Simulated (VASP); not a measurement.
Set up this calculation in VASP 6.6.1, as the native input.

- Task: single point
- Functional: LDA
- Potentials or basis: VASP PAW LDA potentials, release 64 (As)
- Cutoff: 500 eV
- k mesh: 10 × 10 × 10
- Occupations: gaussian, width 0.3 eV
- Spin: no spin polarisation
- Dipole correction: no
- Further INCAR settings: ALGO = Normal; EDIFF = 1e-06; NBANDS = 12

The structure of As lies in POSCAR:

```
As
1.0
    1.8799878575      1.0854114956      3.3276505507
   -1.8799878575      1.0854114956      3.3276505507
    0.0000000000     -2.1708229912      3.3276505507
As
2
Direct
    0.7695128170      0.7695128170      0.7695128170
    0.2304871830      0.2304871830      0.2304871830
```

The input as run:

INCAR

```
  PREC = Accurate
  ENCUT = 500
  EDIFF = 1E-6
  ISMEAR = 0
  SIGMA = 0.3
  LREAL = False
  LASPH = True
  NELM = 120
  ALGO = Normal
  ISIF = 2
  LWAVE = False
  LCHARG = False
  NBANDS = 12
  GGA_COMPAT = False
```

KPOINTS

```
Automatic mesh
0
Gamma
  10 10 10
```

Potentials or basis: VASP PAW LDA potentials, release 64 (As).

The run is started by

```console
$ cat potpaw_LDA.64/As/POTCAR > POTCAR
$ mpirun -np 1 vasp_std > vasp.out
```

Results of the run:

```
Pressure               : 0.5 GPa
Largest force          : 0.074 eV/Å
Band gap on the k mesh : zero (band 5 reaches 5.96 eV, above the bottom of band 6 at 5.74 eV)
```

Run time: 65 s on 1 thread of Intel Xeon 8259CL, with other jobs on the host, peak memory 0.18 GiB.
